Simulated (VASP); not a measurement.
# GaC3 (Pm-3m) in VASP: further runs

Runs on GaC3. Level: PBEsol. Tasks: single point.

All numbers are computed with VASP 6.6.1; they aren't measurements. Logs are shortened: lines on timing, memory, paths and dates and some standing lists are left out, and cuts for length are marked.

### Step 1. The cell of the first run

It takes space group Pm-3m (No. 221, cubic). The conventional cell has a = 3.319 Å, b = 3.319 Å, c = 3.319 Å, α = 90.00°, β = 90.00°, γ = 90.00°. Within 3.1 Å of Ga (site symmetry m-3m) lie 12 C at 2.35 Å. Within 3.1 Å of C (site symmetry 4/mmm) lie 4 Ga at 2.35 Å and 8 C at 2.35 Å.

### Step 2. Single point, PBEsol

INCAR

```
PREC = Accurate ; ENCUT = 520
EDIFF = 1E-7 ; ISMEAR = -1
SIGMA = 0.05 ; LREAL = False
LASPH = True ; NELM = 100
ALGO = Normal ; ISIF = 2
LWAVE = False ; LCHARG = False
GGA = PS ; NBANDS = 20
```

KPOINTS

```
Automatic mesh
0
Gamma
  7 7 7
```

POSCAR

```
GaC3
1.0
    3.3189480000      0.0000000000      0.0000000000
    0.0000000000      3.3189480000      0.0000000000
    0.0000000000      0.0000000000      3.3189480000
Ga C
1 3
Direct
    0.0000000000      0.0000000000      0.0000000000
    0.0000000000      0.5000000000      0.5000000000
    0.5000000000      0.0000000000      0.5000000000
    0.5000000000      0.5000000000      0.0000000000
```

Potentials or basis: VASP PAW PBE potentials, release 64 (Ga_d, C).

On the command line:

```console
$ cat potpaw_PBE.64/Ga_d/POTCAR potpaw_PBE.64/C/POTCAR > POTCAR
$ mpirun -np 1 vasp_std > vasp.out
```

OUTCAR:

```text
PREC = Accurate
   ENCUT = 520
   EDIFF = 1E-7
   ISMEAR = -1
   LREAL = False
   LASPH = True
   NELM = 100
   ISIF = 2
   GGA = PS

 ion  position               nearest neighbor table
   1  0.000  0.000  0.000-   2 2.35   3 2.35   4 2.35   2 2.35   3 2.35   2 2.35   4 2.35   2 2.35
                             3 2.35   4 2.35   3 2.35   4 2.35
   2  0.000  0.500  0.500-   1 2.35   1 2.35   1 2.35   1 2.35
   3  0.500  0.000  0.500-   1 2.35   1 2.35   1 2.35   1 2.35
   4  0.500  0.500  0.000-   1 2.35   1 2.35   1 2.35   1 2.35

  LATTYP: Found a simple cubic cell.
 ALAT       =     3.3189480000

  Lattice vectors:

 A1 = (   3.3189480000,   0.0000000000,   0.0000000000)
 A2 = (   0.0000000000,   3.3189480000,   0.0000000000)
 A3 = (   0.0000000000,   0.0000000000,   3.3189480000)

Analysis of symmetry for initial positions (statically):
=====================================================================
 Subroutine PRICEL returns:
 Original cell was already a primitive cell.

 Routine SETGRP: Setting up the symmetry group for a
 simple cubic supercell.

 Subroutine GETGRP returns: Found 48 space group operations
 (whereof 48 operations were pure point group operations)
 out of a pool of 48 trial point group operations.

The static configuration has the point symmetry O_h .

Analysis of symmetry for dynamics (positions and initial velocities):
=====================================================================
 Subroutine PRICEL returns:
 Original cell was already a primitive cell.

 Routine SETGRP: Setting up the symmetry group for a
 simple cubic supercell.

 Subroutine GETGRP returns: Found 48 space group operations
 (whereof 48 operations were pure point group operations)
 out of a pool of 48 trial point group operations.

The dynamic configuration has the point symmetry O_h .

 Subroutine INISYM returns: Found 48 space group operations
 (whereof 48 operations are pure point group operations),
 and found     1 'primitive' translations

----------------------------------------------------------------------------------------

                                     Primitive cell

  volume of cell :      36.5596

  direct lattice vectors                    reciprocal lattice vectors
[... 81 lines left out ...]
   LNONCOLLINEAR =      F non collinear calculations
   LSORBIT =      F    spin-orbit coupling
   LASPH  =      T    aspherical Exc in radial PAW
   ENCUT  =  520.0 eV  38.22 Ry    6.18 a.u.   6.17  6.17  6.17*2*pi/ulx,y,z
   NELM   =    100;   NELMIN=  2; NELMDL= -5     # of ELM steps
   EDIFF  = 0.1E-06   stopping-criterion for ELM
   LREAL  =      F    real-space projection
   EDIFFG = 0.1E-05   stopping-criterion for IOM
   NSW    =      0    number of steps for IOM
   IBRION =     -1    ionic relax: 0-MD 1-quasi-New 2-CG
   NFREE  =      0    steps in history (QN), initial steepest desc. (CG)
   ISIF   =      2    stress and relaxation
   ISYM   =      2    0-nonsym 1-usesym 2-fastsym
   POTIM  = 0.5000    time-step for ionic-motion
   TEBEG  =    0.0;   TEEND  =   0.0 temperature during run
   PSTRESS=    0.0 pullay stress
   NELECT =      25.0000    total number of electrons
   NUPDOWN=      -1.0000    fix difference up-down
   EMIN   =  10.00;   EMAX   =-10.00  energy-range for DOS
   EFERMI =   0.00;   METHOD = LEGACY
   ISMEAR =    -1;   SIGMA  =   0.05  broadening in eV -4-tet -1-fermi 0-gaus
   EFERMI_NEDOS =   21; number of points for ismear=-14 and -15
   IALGO  =     38    algorithm
   IMIX   =      4    mixing-type and parameters
     AMIX     =   0.40;   BMIX     =  1.00
     AMIX_MAG =   1.60;   BMIX_MAG =  1.00
  volume/ion in A,a.u.               =       9.14        61.68
  Fermi-wavevector in a.u.,A,eV,Ry     =   1.442296  2.725544 28.303079  2.080218
  Thomas-Fermi vector in A             =   2.560832
   LORBIT       =      0    0 simple, 1 ext, 2 COOP (PROOUT), +10 PAW based schemes
   GGA     = PS    functional components
   LHFCALC =     F    Hartree Fock is set to
   AEXX    =    0.0000 exact exchange contribution
   IVDW    =     0    specifies the selected vdW correction
   LEPSILON=     F    determine dielectric tensor
   LRPA    =     F    only Hartree local field effects (RPA)
 non-spin polarized calculation
  energy-cutoff  :      520.00
  volume of cell :       36.56
 maximum number of plane-waves:      1021
 NGX is ok and might be reduce to    28
   NGX = 13   NGY = 13   NGZ = 13

 number of electron      25.0000005 magnetization

 Free energy of the ion-electron system (eV)
  ---------------------------------------------------
  ext. energy  EPLUGINS =         0.00000000
  ---------------------------------------------------
  free energy    TOTEN  =       -19.66222493 eV

  energy without entropy =      -19.64505953  energy(sigma->0) =      -19.65364223

 E-fermi :   7.3612     XC(G=0): -12.6699

 val. band max:        7.3102841357   @ k =   0.2857   0.0000   0.0000
 cond. band min:       7.4244947950   @ k =   0.2857   0.1429   0.0000
 fundamental gap:      0.1142106593
 Fermi energy:         7.3611925353

 k-point     1 :       0.0000    0.0000    0.0000
  band No.  band energies     occupation
      1      -9.2594      2.00000
      2      -7.6454      2.00000
      3      -7.6454      2.00000
      4      -7.4355      2.00000
      5      -7.4355      2.00000
      6      -7.4355      2.00000
[... 449 lines left out ...]
     19      20.0707      0.00000
     20      20.6784      0.00000

------------------------ aborting loop because EDIFF is reached ----------------------------------------

  FORCE on cell =-STRESS in cart. coord.  units (eV):
  Direction    XX          YY          ZZ          XY          YZ          ZX
  --------------------------------------------------------------------------------------
  -------------------------------------------------------------------------------------
  Total       -0.9000023     -0.9000023     -0.9000023      0.0000000      0.0000000      0.0000000
  in kB      -39.4414472    -39.4414472    -39.4414472      0.0000000      0.0000000      0.0000000
  external PRESSURE =     -39.4414472 kB  Pullay stress =       0.0000000 kB

 VOLUME and BASIS-vectors are now :
 -----------------------------------------------------------------------------
  energy-cutoff  :      520.00
  volume of cell :       36.56
      direct lattice vectors                 reciprocal lattice vectors
     3.318948000  0.000000000  0.000000000     0.301300292  0.000000000  0.000000000
     0.000000000  3.318948000  0.000000000     0.000000000  0.301300292  0.000000000
     0.000000000  0.000000000  3.318948000     0.000000000  0.000000000  0.301300292

 POSITION                                       TOTAL-FORCE (eV/Angst)
 -----------------------------------------------------------------------------------
      0.00000      0.00000      0.00000         0.000000      0.000000      0.000000
      0.00000      1.65947      1.65947         0.000000      0.000000      0.000000
      1.65947      0.00000      1.65947         0.000000      0.000000      0.000000
      1.65947      1.65947      0.00000         0.000000      0.000000      0.000000
 -----------------------------------------------------------------------------------
    total drift:                               -0.000000      0.000000     -0.000000

  FREE ENERGIE OF THE ION-ELECTRON SYSTEM (eV)
  ---------------------------------------------------
  free  energy   TOTEN  =       -19.6622249336 eV

  energy  without entropy=      -19.6450595284  energy(sigma->0) =      -19.65364223
```

Run time: 28 s. Hardware: 1 thread of Intel Xeon Platinum 8259CL at 2.50GHz (Skylake/Cascade Lake), shared host; peak memory 0.15 GiB.

What came out:

| Quantity | Value |
| --- | --- |
| Free energy | -19.6622 eV |
| Pressure | -3.9 GPa |

Levels at points of the mesh, in eV from the Fermi level:
```csv
k point,band 8,band 9,band 10,band 11,band 12,band 13,band 14,band 15,band 16,band 17
"(0.00, 0.00, 0.00)",-6.15,-5.42,-5.42,-5.42,-0.06,1.31,1.31,1.31,3.89,3.89
```

Caveat: the PAW data sets were made with another functional, which shifts forces and pressure a little.

### Step 3. Single point, PBEsol

This run uses another cell than the first one, of 9.32 Å³/atom, 1.020 times its volume.

INCAR

```
PREC = Accurate
ENCUT = 520
EDIFF = 1E-6
ISMEAR = -1
SIGMA = 0.05
LREAL = False
LASPH = True
NELM = 80
ALGO = Normal
ISIF = 2
LWAVE = False
LCHARG = True
GGA = PS
LELF = True
LVHAR = True
NBANDS = 20
```

KPOINTS

```
regular mesh
0
Gamma
  7 7 7
```

POSCAR

```
GaC3
1.0
    3.3409284286      0.0000000000      0.0000000000
    0.0000000000      3.3409284286      0.0000000000
    0.0000000000      0.0000000000      3.3409284286
Ga C
1 3
Direct
    0.0000000000      0.0000000000      0.0000000000
    0.0000000000      0.5000000000      0.5000000000
    0.5000000000      0.0000000000      0.5000000000
    0.5000000000      0.5000000000      0.0000000000
```

Potentials or basis: VASP PAW PBE potentials, release 64 (Ga_d, C).

On the command line:

```console
$ cat potpaw_PBE.64/Ga_d/POTCAR potpaw_PBE.64/C/POTCAR > POTCAR
$ mpirun -np 1 vasp_std > vasp.out
```

OUTCAR:

```text
PREC = Accurate
   ENCUT = 520
   EDIFF = 1E-6
   ISMEAR = -1
   LREAL = False
   LASPH = True
   NELM = 80
   ISIF = 2
   GGA = PS

 ion  position               nearest neighbor table
   1  0.000  0.000  0.000-   2 2.36   3 2.36   4 2.36   2 2.36   3 2.36   2 2.36   4 2.36   2 2.36
                             3 2.36   4 2.36   3 2.36   4 2.36
   2  0.000  0.500  0.500-   1 2.36   1 2.36   1 2.36   1 2.36
   3  0.500  0.000  0.500-   1 2.36   1 2.36   1 2.36   1 2.36
   4  0.500  0.500  0.000-   1 2.36   1 2.36   1 2.36   1 2.36

  LATTYP: Found a simple cubic cell.
 ALAT       =     3.3409284286

  Lattice vectors:

 A1 = (   3.3409284286,   0.0000000000,   0.0000000000)
 A2 = (   0.0000000000,   3.3409284286,   0.0000000000)
 A3 = (   0.0000000000,   0.0000000000,   3.3409284286)

Analysis of symmetry for initial positions (statically):
=====================================================================
 Subroutine PRICEL returns:
 Original cell was already a primitive cell.

 Routine SETGRP: Setting up the symmetry group for a
 simple cubic supercell.

 Subroutine GETGRP returns: Found 48 space group operations
 (whereof 48 operations were pure point group operations)
 out of a pool of 48 trial point group operations.

The static configuration has the point symmetry O_h .

Analysis of symmetry for dynamics (positions and initial velocities):
=====================================================================
 Subroutine PRICEL returns:
 Original cell was already a primitive cell.

 Routine SETGRP: Setting up the symmetry group for a
 simple cubic supercell.

 Subroutine GETGRP returns: Found 48 space group operations
 (whereof 48 operations were pure point group operations)
[... 115 lines left out ...]
   EFERMI =   0.00;   METHOD = LEGACY
   ISMEAR =    -1;   SIGMA  =   0.05  broadening in eV -4-tet -1-fermi 0-gaus
   EFERMI_NEDOS =   21; number of points for ismear=-14 and -15
   IALGO  =     38    algorithm
   IMIX   =      4    mixing-type and parameters
     AMIX     =   0.40;   BMIX     =  1.00
     AMIX_MAG =   1.60;   BMIX_MAG =  1.00
  volume/ion in A,a.u.               =       9.32        62.91
  Fermi-wavevector in a.u.,A,eV,Ry     =   1.432807  2.707612 27.931884  2.052936
  Thomas-Fermi vector in A             =   2.552394
   LORBIT       =      0    0 simple, 1 ext, 2 COOP (PROOUT), +10 PAW based schemes
   GGA     = PS    functional components
   LHFCALC =     F    Hartree Fock is set to
   AEXX    =    0.0000 exact exchange contribution
   IVDW    =     0    specifies the selected vdW correction
   LEPSILON=     F    determine dielectric tensor
   LRPA    =     F    only Hartree local field effects (RPA)
 non-spin polarized calculation
  energy-cutoff  :      520.00
  volume of cell :       37.29
 maximum number of plane-waves:      1021
 NGX is ok and might be reduce to    28
   NGX = 13   NGY = 13   NGZ = 13

 number of electron      25.0000014 magnetization

 Free energy of the ion-electron system (eV)
  ---------------------------------------------------
  ext. energy  EPLUGINS =         0.00000000
  ---------------------------------------------------
  free energy    TOTEN  =       -19.63785071 eV

  energy without entropy =      -19.61948225  energy(sigma->0) =      -19.62866648

 E-fermi :   7.1231     XC(G=0): -12.5703

 val. band max:        7.0895488082   @ k =   0.2857   0.0000   0.0000
 cond. band min:       7.1939879689   @ k =   0.4286   0.2857   0.1429
 fundamental gap:      0.1044391607
 Fermi energy:         7.1231287548

 k-point     1 :       0.0000    0.0000    0.0000
  band No.  band energies     occupation
      1      -9.2830      2.00000
      2      -7.8610      2.00000
      3      -7.8610      2.00000
      4      -7.6646      2.00000
      5      -7.6646      2.00000
      6      -7.6646      2.00000
[... 449 lines left out ...]
     19      19.5947      0.00000
     20      20.1936      0.00000

------------------------ aborting loop because EDIFF is reached ----------------------------------------

  FORCE on cell =-STRESS in cart. coord.  units (eV):
  Direction    XX          YY          ZZ          XY          YZ          ZX
  --------------------------------------------------------------------------------------
  -------------------------------------------------------------------------------------
  Total       -1.6081052     -1.6081052     -1.6081052     -0.0000000     -0.0000000      0.0000000
  in kB      -69.0913231    -69.0913231    -69.0913231     -0.0000000     -0.0000000      0.0000000
  external PRESSURE =     -69.0913231 kB  Pullay stress =       0.0000000 kB

 VOLUME and BASIS-vectors are now :
 -----------------------------------------------------------------------------
  energy-cutoff  :      520.00
  volume of cell :       37.29
      direct lattice vectors                 reciprocal lattice vectors
     3.340928429  0.000000000  0.000000000     0.299317995  0.000000000  0.000000000
     0.000000000  3.340928429  0.000000000     0.000000000  0.299317995  0.000000000
     0.000000000  0.000000000  3.340928429     0.000000000  0.000000000  0.299317995

 POSITION                                       TOTAL-FORCE (eV/Angst)
 -----------------------------------------------------------------------------------
      0.00000      0.00000      0.00000         0.000000      0.000000      0.000000
      0.00000      1.67046      1.67046         0.000000      0.000000      0.000000
      1.67046      0.00000      1.67046         0.000000      0.000000      0.000000
      1.67046      1.67046      0.00000         0.000000      0.000000      0.000000
 -----------------------------------------------------------------------------------
    total drift:                               -0.000000      0.000000      0.000000

  FREE ENERGIE OF THE ION-ELECTRON SYSTEM (eV)
  ---------------------------------------------------
  free  energy   TOTEN  =       -19.6378507118 eV

  energy  without entropy=      -19.6194822470  energy(sigma->0) =      -19.62866648
```

stdout:

```text
POSCAR found type information on POSCAR GaC
 POSCAR found :  2 types and       4 ions
 scaLAPACK will be used
 -----------------------------------------------------------------------------
|                                                                             |
|                                                                             |
|     You enforced a specific xc type in the INCAR file but a different       |
|     I HOPE YOU KNOW WHAT YOU ARE DOING!                                     |
|                                                                             |
 -----------------------------------------------------------------------------

 LDA part: xc-table for (Slater+PW92), standard interpolation
 POSCAR, INCAR and KPOINTS ok, starting setup
 FFT: planning ... GRIDC
 FFT: planning ... GRID_SOFT
 FFT: planning ... GRID
 WAVECAR not read
 entering main loop
```

Wall time 21 s (1 thread of Intel Xeon Platinum 8259CL at 2.50GHz (Skylake/Cascade Lake), shared host); peak memory 0.15 GiB.

Results:

| Item | Value |
| --- | --- |
| Free energy | -19.6379 eV |
| Pressure | -6.9 GPa |

Levels at points of the mesh, in eV from the Fermi level:
```csv
k point,band 10,band 11,band 12,band 13,band 14,band 15
"(0.00, 0.00, 0.00)",-5.30,-5.30,-0.14,1.30,1.30,1.30
```

Caveat: the PAW data sets were made with another functional, which shifts forces and pressure a little.

### Step 4. Single point, PBEsol

This run uses another cell than the first one, of 9.51 Å³/atom, 1.040 times its volume.

INCAR

```
SYSTEM = GaC3
  PREC = Accurate
  ENCUT = 520
  EDIFF = 1E-6
  ISMEAR = -1
  SIGMA = 0.05
  LREAL = .False.
  LASPH = .True.
  NELM = 80
  ALGO = Normal
  ISIF = 2
  LWAVE = .False.
  LCHARG = .False.
  GGA = PS
  NBANDS = 20
```

KPOINTS

```
Automatic mesh
0
Gamma
  7 7 7
  0 0 0
```

POSCAR

```
GaC3
1.0
    3.3626233770      0.0000000000      0.0000000000
    0.0000000000      3.3626233770      0.0000000000
    0.0000000000      0.0000000000      3.3626233770
Ga C
1 3
Direct
    0.0000000000      0.0000000000      0.0000000000
    0.0000000000      0.5000000000      0.5000000000
    0.5000000000      0.0000000000      0.5000000000
    0.5000000000      0.5000000000      0.0000000000
```

On the command line:

```console
$ cat potpaw_PBE.64/Ga_d/POTCAR potpaw_PBE.64/C/POTCAR > POTCAR
$ mpirun -np 1 vasp_std > vasp.out
```

Run time: 25 s. Hardware: 1 thread of Intel Xeon Platinum 8259CL at 2.50GHz (Skylake/Cascade Lake), shared host; peak memory 0.16 GiB.

The run converged. Its results:

```
Free energy : -19.6011 eV
Pressure    : -9.5 GPa
```

Levels at points of the mesh, in eV from the Fermi level:
| k point | band 8 | band 9 | band 10 | band 11 | band 12 | band 13 | band 14 | band 15 | band 16 | band 17 |
| --- | --- | --- | --- | --- | --- | --- | --- | --- | --- | --- |
| (0.00, 0.00, 0.00) | -6.23 | -5.18 | -5.18 | -5.18 | -0.22 | 1.29 | 1.29 | 1.29 | 3.76 | 3.76 |

Caveat: the PAW data sets were made with another functional, which shifts forces and pressure a little.

### Step 5. Single point, PBEsol

This run uses another cell than the first one, of 9.69 Å³/atom, 1.060 times its volume.

INCAR

```
SYSTEM = GaC3
PREC = Accurate
ENCUT = 520
EDIFF = 1E-6
ISMEAR = -1
SIGMA = 0.05
LREAL = .FALSE.
LASPH = .TRUE.
NELM = 80
ALGO = Normal
ISIF = 2
LWAVE = .FALSE.
LCHARG = .FALSE.
GGA = PS
NBANDS = 20
```

KPOINTS

```
Automatic mesh
0
G
  7 7 7
  0 0 0
```

POSCAR

```
GaC3
1.0
    3.3840419378      0.0000000000      0.0000000000
    0.0000000000      3.3840419378      0.0000000000
    0.0000000000      0.0000000000      3.3840419378
Ga C
1 3
Direct
    0.0000000000      0.0000000000      0.0000000000
    0.0000000000      0.5000000000      0.5000000000
    0.5000000000      0.0000000000      0.5000000000
    0.5000000000      0.5000000000      0.0000000000
```

On the command line:

```console
$ cat potpaw_PBE.64/Ga_d/POTCAR potpaw_PBE.64/C/POTCAR > POTCAR
$ mpirun -np 1 vasp_std > vasp.out
```

Run time: 21 s. Hardware: 1 thread of Intel Xeon Platinum 8259CL at 2.50GHz (Skylake/Cascade Lake), shared host; peak memory 0.16 GiB.

Results (log left out):

| Quantity | Value |
| --- | --- |
| Free energy | -19.5532 eV |
| Pressure | -11.8 GPa |

Levels at points of the mesh, in eV from the Fermi level:
```csv
k point,band 10,band 11,band 12,band 13,band 14,band 15
"(0.00, 0.00, 0.00)",-5.07,-5.07,-0.29,1.28,1.28,1.28
```

Caveat: the PAW data sets were made with another functional, which shifts forces and pressure a little.

### Step 6. The runs side by side

```tsv
cell	gap on the mesh (eV)	pressure (GPa)
a = 3.319 Å, 4 atoms	none	-3.9
a = 3.341 Å, 4 atoms	none	-6.9
a = 3.363 Å, 4 atoms	none	-9.5
a = 3.384 Å, 4 atoms	none	-11.8
```

Alike in all rows: task single point; level PBEsol; potentials or basis VASP PAW PBE potentials, release 64 (Ga_d, C); no spin polarisation; k mesh 7 × 7 × 7; cutoff (eV) 520; smearing fermi-dirac 0.05 eV.

Caveats: the PAW data sets were made with another functional, which shifts forces and pressure a little.

Absolute energies hang on the potentials; compare differences alone.
